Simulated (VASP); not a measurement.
CuCl:

```
Cu Cl
1.0
     0.00000    2.57911    2.57911
     2.57911    0.00000    2.57911
     2.57911    2.57911    0.00000
Cu Cl
1 1
Direct
  0.00000 0.00000 0.00000
  0.25000 0.25000 0.25000
```

This cell differs from its parent crystal: strain -3.7%.

Base run:

* Program: VASP 6.6.1
* Functional: r2SCAN
* Potentials or basis: VASP PAW PBE potentials, release 64 (Cu, Cl)
* Cutoff: 660 eV
* k mesh: 8 × 8 × 8
* Occupations: gaussian, width 0.01 eV
* Spin: no spin polarisation

Its results: band gap on the k mesh 1.24 eV; pressure 8.7 GPa.

Q: The run is repeated on the same cell with these changes: functional from r2SCAN to PBE; cutoff from 660 eV to 600 eV; occupations from gaussian, width 0.01 eV to fermi-dirac, width 0.02 eV. What comes out?

A: Band gap on the k mesh 0.86 eV; pressure 11.1 GPa.

Caveats: the cell stands under pressure; the PAW data sets were made with another functional, which shifts forces and pressure a little (at least some runs).

